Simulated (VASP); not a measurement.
Here is a VASP 6.6.1 calculation.

The input INCAR:

```
  PREC = Accurate
  ENCUT = 520
  EDIFF = 1E-7
  ISMEAR = -1
  SIGMA = 0.08
  LREAL = F
  LASPH = T
  NELM = 60
  ALGO = Normal
  ISIF = 2
  LWAVE = F
  LCHARG = F
  GGA = PS
  NBANDS = 12
```

File KPOINTS:

```
regular mesh
0
Gamma
  20 20 20
```

File POSCAR:

```
Cu
1.0
    0.0000000000      1.4860307912      1.4860307912
    1.4860307912      0.0000000000      1.4860307912
    1.4860307912      1.4860307912      0.0000000000
Cu
1
Direct
    0.0000000000      0.0000000000      0.0000000000
```

Potentials or basis: VASP PAW PBE potentials, release 64 (Cu).

Launch:

```console
$ cat potpaw_PBE.64/Cu/POTCAR > POTCAR
$ mpirun -np 1 vasp_std > vasp.out
```

Problem. Predict the pressure.

Solution. 352.0 GPa.

Caveat: the PAW data sets were made with another functional, which shifts forces and pressure a little.
